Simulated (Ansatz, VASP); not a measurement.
**Two plane-wave programs on Sc**

The input INCAR:

```
SYSTEM = Sc
ALGO = Fast ; EDIFF = 1E-6
ENCUT = 520 ; GGA = PE
ISIF = 2 ; ISMEAR = 0
LASPH = .TRUE. ; LCHARG = .FALSE.
LREAL = .FALSE. ; LWAVE = .FALSE.
NBANDS = 18 ; NELM = 100
PREC = Accurate ; SIGMA = 0.15
```

Contents of KPOINTS:

```
k-points
0
G
  15 15 10
  0 0 0
```

Contents of POSCAR:

```
Sc
1.0
    3.3195022292      0.0000000000      0.0000000000
   -1.6597511146      2.8747732584      0.0000000000
    0.0000000000      0.0000000000      5.0250000000
Sc
2
Direct
    0.3333333333      0.6666666667      0.2500000000
    0.6666666667      0.3333333333      0.7500000000
```

Input for Ansatz:

```yaml
crystal:
  lattice:
    - [3.3195022292, 0.0, 0.0]
    - [-1.6597511146, 2.8747732584, 0.0]
    - [0.0, 0.0, 5.025]
  atoms:
    - { symbol: Sc, position: [0.3333333333, 0.6666666667, 0.25] }
    - { symbol: Sc, position: [0.6666666667, 0.3333333333, 0.75] }
basis:
  ecutwfc: 520.0
kpoints:
  mp_grid: { grid: [15, 15, 10] }
hamiltonian:
  xc: pbe
  pseudopotentials: { kind: paw }
scf:
  occupations: { method: gaussian, width: 0.15 }
output:
  forces: true
  stress: true
  eigenvalues: true
```

Alike in both runs: task single point; functional PBE; k mesh 15 × 15 × 10; occupations gaussian, width 0.15 eV; no spin polarisation.

|  | VASP | Ansatz |
| --- | --- | --- |
| version | VASP 6.6.1 | Ansatz 0.2.0 |
| potentials or method | VASP PAW PBE potentials, release 64 (Sc_sv), cutoff 520 eV | scalar-relativistic, plane waves, PAW |
| valence electrons in the cell | 22 | 22 |

Ansatz gave:

```
gap on the k mesh at the Fermi level (eV)                     : none
pressure (GPa)                                                : 1.5
traceless stress, the component that is largest in VASP (GPa) : 1.44
```

Problem. What did VASP give for the same quantities?

Solution. gap on the k mesh at the Fermi level (eV): none; pressure (GPa): 1.6; traceless stress, the component that is largest in VASP (GPa): 1.44.

A gap of «none» marks a metal or a gap that the smearing closes. The functional is the same, so the differences come from potentials, cutoffs and numerics.
